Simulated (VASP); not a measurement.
# MnS (P1) in VASP: single point with PBEsol+U

Aim: the single point of MnS with PBEsol+U.

Program: VASP 6.6.1. These are calculated values, not measurements. Logs are shortened: lines on timing, memory, paths and dates and some standing lists are left out, and cuts for length are marked.

**1. The cell of the first run**

The typed cell holds 2 atoms: a = 3.498 Å, b = 3.498 Å, c = 3.498 Å, α = 60.00°, β = 60.00°, γ = 60.00°.

**2. Single point, PBEsol+U, collinear spin, ferromagnetic start (atoms moved at random)**

INCAR

```
  PREC = Accurate
  ENCUT = 520
  EDIFF = 1E-7
  ISMEAR = -5
  SIGMA = 0.05
  LREAL = F
  LASPH = T
  NELM = 150
  ALGO = Normal
  ISIF = 2
  LWAVE = F
  LCHARG = F
  ISPIN = 2
  MAGMOM = 4 0
  LORBIT = 11
  LMAXMIX = 4
  LDAU = T
  LDAUTYPE = 2
  LDAUL = 2 -1
  LDAUU = 1 0
  LDAUJ = 0 0
  LDAUPRINT = 1
  GGA = PS
  NBANDS = 20
```

KPOINTS

```
Automatic mesh
0
Gamma
  7 7 7
```

POSCAR

```
MnS
1.0
    0.0000000000      2.4734634191      2.4734634191
    2.4734634191      0.0000000000      2.4734634191
    2.4734634191      2.4734634191      0.0000000000
Mn S
1 1
Direct
    0.0081540000      0.0169460000     -0.0226040000
    0.7413430000      0.7378650000      0.7772190000
```

Potentials or basis: VASP PAW PBE potentials, release 64 (Mn_pv, S).

Command:

```bash
> cat potpaw_PBE.64/Mn_pv/POTCAR potpaw_PBE.64/S/POTCAR > POTCAR
> mpirun -np 1 vasp_std > vasp.out
```

OUTCAR:

```text
PREC = Accurate
   ENCUT = 520
   EDIFF = 1E-7
   ISMEAR = -5
   LREAL = F
   LASPH = T
   NELM = 150
   ISIF = 2
   ISPIN = 2
   LORBIT = 11
   GGA = PS

 ion  position               nearest neighbor table
   1  0.008  0.017  0.977-   2 2.06   2 2.10   2 2.14   2 2.28
   2  0.741  0.738  0.777-   1 2.06   1 2.10   1 2.14   1 2.28

  LATTYP: Found a face centered cubic cell.
 ALAT       =     4.9469268382

  Lattice vectors:

 A1 = (   0.0000000000,   2.4734634191,   2.4734634191)
 A2 = (   2.4734634191,   0.0000000000,   2.4734634191)
 A3 = (   2.4734634191,   2.4734634191,   0.0000000000)

Analysis of symmetry for initial positions (statically):
=====================================================================
 Subroutine PRICEL returns:
 Original cell was already a primitive cell.

 Routine SETGRP: Setting up the symmetry group for a
 face centered cubic supercell.

 Subroutine GETGRP returns: Found  1 space group operations
 (whereof  1 operations were pure point group operations)
 out of a pool of 48 trial point group operations.

The static configuration has the point symmetry C_1 .

Analysis of symmetry for dynamics (positions and initial velocities):
=====================================================================
 Subroutine PRICEL returns:
 Original cell was already a primitive cell.

 Routine SETGRP: Setting up the symmetry group for a
 face centered cubic supercell.

 Subroutine GETGRP returns: Found  1 space group operations
 (whereof  1 operations were pure point group operations)
 out of a pool of 48 trial point group operations.

The dynamic configuration has the point symmetry C_1 .

Analysis of structural, dynamic, and magnetic symmetry:
=====================================================================
 Subroutine PRICEL returns:
 Original cell was already a primitive cell.

 Routine SETGRP: Setting up the symmetry group for a
 face centered cubic supercell.

 Subroutine GETGRP returns: Found  1 space group operations
 (whereof  1 operations were pure point group operations)
 out of a pool of 48 trial point group operations.

The overall configuration has the point symmetry C_1 .

 Subroutine INISYM returns: Found  1 space group operations
 (whereof  1 operations are pure point group operations),
 and found     1 'primitive' translations

----------------------------------------------------------------------------------------

                                     Primitive cell

  volume of cell :      30.2654

  direct lattice vectors                    reciprocal lattice vectors
     0.000000000  2.473463419  2.473463419    -0.202145702  0.202145702  0.202145702
     2.473463419  0.000000000  2.473463419     0.202145702 -0.202145702  0.202145702
     2.473463419  2.473463419  0.000000000     0.202145702  0.202145702 -0.202145702

  length of vectors
     3.498005513  3.498005513  3.498005513     0.350126627  0.350126627  0.350126627

  position of ions in fractional coordinates (direct lattice)
     0.008154000  0.016946000  0.977396000
     0.741343000  0.737865000  0.777219000

  ion indices of the primitive-cell ions
   primitive index   ion index
                 1           1
                 2           2

----------------------------------------------------------------------------------------

 KPOINTS: Automatic mesh

Automatic generation of k-mesh.
[... 66 lines left out ...]
   ENCUT  =  520.0 eV  38.22 Ry    6.18 a.u.   6.50  6.50  6.50*2*pi/ulx,y,z
   NELM   =    150;   NELMIN=  2; NELMDL= -5     # of ELM steps
   EDIFF  = 0.1E-06   stopping-criterion for ELM
   LREAL  =      F    real-space projection
   EDIFFG = 0.1E-05   stopping-criterion for IOM
   NSW    =      0    number of steps for IOM
   IBRION =     -1    ionic relax: 0-MD 1-quasi-New 2-CG
   NFREE  =      0    steps in history (QN), initial steepest desc. (CG)
   ISIF   =      2    stress and relaxation
   ISYM   =      2    0-nonsym 1-usesym 2-fastsym
   POTIM  = 0.5000    time-step for ionic-motion
   TEBEG  =    0.0;   TEEND  =   0.0 temperature during run
   PSTRESS=    0.0 pullay stress
   NELECT =      19.0000    total number of electrons
   NUPDOWN=      -1.0000    fix difference up-down
   EMIN   =  10.00;   EMAX   =-10.00  energy-range for DOS
   EFERMI =   0.00;   METHOD = LEGACY
   ISMEAR =    -5;   SIGMA  =   0.05  broadening in eV -4-tet -1-fermi 0-gaus
   EFERMI_NEDOS =   21; number of points for ismear=-14 and -15
   IALGO  =     38    algorithm
   IMIX   =      4    mixing-type and parameters
     AMIX     =   0.40;   BMIX     =  1.00
     AMIX_MAG =   1.60;   BMIX_MAG =  1.00
  volume/ion in A,a.u.               =      15.13       102.12
  Fermi-wavevector in a.u.,A,eV,Ry     =   1.401771  2.648964 26.734947  1.964963
  Thomas-Fermi vector in A             =   2.524600
   LORBIT       =     11    0 simple, 1 ext, 2 COOP (PROOUT), +10 PAW based schemes
 LDA+U is selected, type is set to LDAUTYPE =  2
   angular momentum for each species LDAUL =     2   -1
   U (eV)           for each species LDAUU =   1.0  0.0
   J (eV)           for each species LDAUJ =   0.0  0.0
   GGA     = PS    functional components
   LHFCALC =     F    Hartree Fock is set to
   AEXX    =    0.0000 exact exchange contribution
   IVDW    =     0    specifies the selected vdW correction
   LEPSILON=     F    determine dielectric tensor
   LRPA    =     F    only Hartree local field effects (RPA)
 spin polarized calculation
 Fermi weights with tetrahedron method with Bloechl corrections
  energy-cutoff  :      520.00
  volume of cell :       30.27
 maximum number of plane-waves:       869
 NGX is ok and might be reduce to    28
   NGX = 13   NGY = 13   NGZ = 13

atom =   1  type =  1  l = 2

 onsite density matrix

spin component  1

  0.7824 -0.0043 -0.0169 -0.0020  0.0001
 -0.0043  0.7837 -0.0028  0.0065  0.0049
 -0.0169 -0.0028  0.8597 -0.0054  0.0003
 -0.0020  0.0065 -0.0054  0.7830 -0.0098
  0.0001  0.0049  0.0003 -0.0098  0.8587

spin component  2

  0.3015  0.0202  0.0244  0.0067  0.0001
  0.0202  0.2889  0.0038 -0.0305 -0.0072
  0.0244  0.0038  0.1576  0.0067 -0.0021
  0.0067 -0.0305  0.0067  0.2942  0.0137
  0.0001 -0.0072 -0.0021  0.0137  0.1650

 occupancies and eigenvectors

  o =  0.1527  v =  0.0000  0.0000  0.0000  0.0000  0.0000  0.1540  0.0053 -0.9582  0.0614 -0.2331      0.0000  0.0000  0.0000  0.0000  0.0000  0.0000  0.0000  0.0000  0.0000  0.0000
  o =  0.1641  v =  0.0000  0.0000  0.0000  0.0000  0.0000  0.0395  0.0357 -0.2341 -0.0835  0.9672      0.0000  0.0000  0.0000  0.0000  0.0000  0.0000  0.0000  0.0000  0.0000  0.0000
  o =  0.2531  v =  0.0000  0.0000  0.0000  0.0000  0.0000  0.3689 -0.7189  0.0257 -0.5876 -0.0330      0.0000  0.0000  0.0000  0.0000  0.0000  0.0000  0.0000  0.0000  0.0000  0.0000
  o =  0.3096  v =  0.0000  0.0000  0.0000  0.0000  0.0000  0.8012 -0.0548  0.1517  0.5736  0.0555      0.0000  0.0000  0.0000  0.0000  0.0000  0.0000  0.0000  0.0000  0.0000  0.0000
  o =  0.3278  v =  0.0000  0.0000  0.0000  0.0000  0.0000 -0.4435 -0.6920 -0.0581  0.5613  0.0780      0.0000  0.0000  0.0000  0.0000  0.0000  0.0000  0.0000  0.0000  0.0000  0.0000
  o =  0.7750  v =  0.4527  0.7042  0.0801 -0.5311 -0.1037  0.0000  0.0000  0.0000  0.0000  0.0000      0.0000  0.0000  0.0000  0.0000  0.0000  0.0000  0.0000  0.0000  0.0000  0.0000
  o =  0.7769  v =  0.7714 -0.0555  0.1944  0.5988  0.0738  0.0000  0.0000  0.0000  0.0000  0.0000      0.0000  0.0000  0.0000  0.0000  0.0000  0.0000  0.0000  0.0000  0.0000  0.0000
  o =  0.7918  v = -0.3998  0.7053 -0.0241  0.5839  0.0348  0.0000  0.0000  0.0000  0.0000  0.0000      0.0000  0.0000  0.0000  0.0000  0.0000  0.0000  0.0000  0.0000  0.0000  0.0000
  o =  0.8600  v = -0.0434 -0.0577  0.1983  0.1060 -0.9717  0.0000  0.0000  0.0000  0.0000  0.0000      0.0000  0.0000  0.0000  0.0000  0.0000  0.0000  0.0000  0.0000  0.0000  0.0000
  o =  0.8637  v =  0.1956  0.0179 -0.9570  0.0845 -0.1959  0.0000  0.0000  0.0000  0.0000  0.0000      0.0000  0.0000  0.0000  0.0000  0.0000  0.0000  0.0000  0.0000  0.0000  0.0000

 number of electron      19.0000000 magnetization       3.1130575

 Free energy of the ion-electron system (eV)
  ---------------------------------------------------
  ext. energy  EPLUGINS =         0.00000000
  ---------------------------------------------------
  free energy    TOTEN  =       -13.43564721 eV

  energy without entropy =      -13.43564721  energy(sigma->0) =      -13.43564721

 E-fermi :   7.8237     XC(G=0): -11.4021

 val. band max:        8.0565489203   @ k =   0.1429   0.0000  -0.1429
 cond. band min:       7.7404838201   @ k =   0.1429  -0.4286  -0.2857
 fundamental gap:     -0.3160651002
 Fermi energy:         7.8237048657

 spin component 1

 k-point     1 :       0.0000    0.0000    0.0000
  band No.  band energies     occupation
      1     -41.7953      1.00000
      2     -41.7776      1.00000
      3     -41.7653      1.00000
      4      -7.9376      1.00000
      5       1.7784      1.00000
      6       1.8714      1.00000
[... 1097 lines left out ...]
     19      23.7667      0.00000
     20      26.7429      0.00000

 [... further k-points ...]

------------------------ aborting loop because EDIFF is reached ----------------------------------------

  FORCE on cell =-STRESS in cart. coord.  units (eV):
  Direction    XX          YY          ZZ          XY          YZ          ZX
  --------------------------------------------------------------------------------------
  -------------------------------------------------------------------------------------
  Total        4.3281322      4.1995264      4.0112311     -1.9983362      0.6788708      1.3506896
  in kB      229.1208608    222.3127787    212.3448809   -105.7870913     35.9377781     71.5022427
  external PRESSURE =     221.2595068 kB  Pullay stress =       0.0000000 kB

 VOLUME and BASIS-vectors are now :
 -----------------------------------------------------------------------------
  energy-cutoff  :      520.00
  volume of cell :       30.27
      direct lattice vectors                 reciprocal lattice vectors
     0.000000000  2.473463419  2.473463419    -0.202145702  0.202145702  0.202145702
     2.473463419  0.000000000  2.473463419     0.202145702 -0.202145702  0.202145702
     2.473463419  2.473463419  0.000000000     0.202145702  0.202145702 -0.202145702

 POSITION                                       TOTAL-FORCE (eV/Angst)
 -----------------------------------------------------------------------------------
      2.45947      2.43772      0.06208         0.308103      0.908931     -1.399839
      3.74750      3.75611      3.65877        -0.308103     -0.908931      1.399839
 -----------------------------------------------------------------------------------
    total drift:                               -0.000348      0.000215      0.000497

  FREE ENERGIE OF THE ION-ELECTRON SYSTEM (eV)
  ---------------------------------------------------
  free  energy   TOTEN  =       -13.4356472090 eV

  energy  without entropy=      -13.4356472090  energy(sigma->0) =      -13.43564721

 total charge

# of ion       s       p       d       tot
------------------------------------------
    1        0.367   6.379   5.240  11.986
    2        1.325   2.481   0.000   3.806
--------------------------------------------------
tot          1.692   8.860   5.240  15.792

 magnetization (x)

# of ion       s       p       d       tot
------------------------------------------
    1        0.043   0.063   2.855   2.961
    2        0.001  -0.045   0.000  -0.044
--------------------------------------------------
tot          0.045   0.018   2.855   2.918
```

Run time: 7.8 min. Hardware: 1 thread of Intel Xeon 8259CL, shared host; peak memory 0.3 GiB.

Results:

```
Free energy                                           : -13.4356 eV
Pressure                                              : 22.1 GPa
Largest force                                         : 1.697 eV/Å
Net moment                                            : 3.11 μB per cell
Site moments                                          : Mn +2.96; S -0.04 μB
Valence electrons inside the program's atomic spheres : Mn 11.99; S 3.81
```

Forces on the atoms (eV/Å):
```
Mn   0.308  0.909 -1.400
S   -0.308 -0.909  1.400
```

Stress tensor (GPa, compression positive):
```
 22.91 -10.58   7.15
-10.58  22.23   3.59
  7.15   3.59  21.23
```

Eigenvalues of the final occupation matrices:
| site | spin | trace | eigenvalues |
| --- | --- | --- | --- |
| site 1 d | 1 | 4.07 | 0.77 0.78 0.79 0.86 0.86 |
| site 1 d | 2 | 1.21 | 0.15 0.16 0.25 0.31 0.33 |

Caveat: the cell differs from its parent crystal (atoms moved at random); the cell stands under pressure; the PAW data sets were made with another functional, which shifts forces and pressure a little; a cell with one magnetic atom can't hold antiferromagnetic order, which such compounds often take; tetrahedron occupations give inexact forces and stress in metals. The state reached can hang on the start; a lower one may exist.
